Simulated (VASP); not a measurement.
Wanted: the native input for a VASP 6.6.1 run.

```yaml
Task: single point
Functional: r2SCAN
Potentials_or_basis: VASP PAW PBE potentials, release 64 (Ti_sv, Al)
Cutoff: 520 eV
k_mesh: 10 × 10 × 3
Occupations: fermi-dirac, width 0.05 eV
Spin: no spin polarisation
Dipole_correction: no
Further_INCAR_settings: ALGO = Normal; EDIFF = 1e-07; NBANDS = 28
```

The system is Ti3Al.

```
CELL_PARAMETERS angstrom
2.94693 0.00000 0.00000
-1.47347 2.55212 0.00000
0.00000 0.00000 9.28747
ATOMIC_POSITIONS crystal
Ti 0.33333 0.66667 0.24941
Ti 0.33333 0.66667 0.75059
Ti 0.66667 0.33333 0.00000
Al 0.66667 0.33333 0.50000
```

The input as run:

POSCAR

```
Ti3Al
1.0
    2.9469304848      0.0000000000      0.0000000000
   -1.4734652423      2.5521166630      0.0000000000
    0.0000000000      0.0000000000      9.2874655158
Ti Al
3 1
Direct
    0.3333333333      0.6666666667      0.2494060000
    0.3333333333      0.6666666667      0.7505940000
    0.6666666667      0.3333333333      0.0000000000
    0.6666666667      0.3333333333      0.5000000000
```

INCAR.step1

```
  PREC = Accurate
  ENCUT = 520
  ISMEAR = -1
  SIGMA = 0.05
  LREAL = False
  LASPH = True
  NELM = 80
  NBANDS = 28
  GGA = PE
  ALGO = Normal
  EDIFF = 1E-4
  LWAVE = True
  LCHARG = False
```

INCAR.step2

```
  PREC = Accurate
  ENCUT = 520
  EDIFF = 1E-7
  ISMEAR = -1
  SIGMA = 0.05
  LREAL = False
  LASPH = True
  NELM = 80
  ALGO = Normal
  ISIF = 2
  LWAVE = False
  LCHARG = False
  METAGGA = R2SCAN
  LMIXTAU = True
  NBANDS = 28
  ISTART = 1
```

KPOINTS

```
regular mesh
0
Gamma
  10 10 3
```

Potentials or basis: VASP PAW PBE potentials, release 64 (Ti_sv, Al).

The run is started by

```console
$ cat potpaw_PBE.64/Ti_sv/POTCAR potpaw_PBE.64/Al/POTCAR > POTCAR
$ cp INCAR.step1 INCAR
$ mpirun -np 1 vasp_std > vasp.out
$ cp INCAR.step2 INCAR
$ mpirun -np 1 vasp_std > vasp.out
```

Results of the run:

The pressure is -2.7 GPa.

Caveat: the PAW data sets were made with another functional, which shifts forces and pressure a little.

Run time: 2.2 min on 1 thread of Intel(R) Xeon(R) 6975P-C (Granite Rapids) (shared host), peak memory 0.22 GiB.
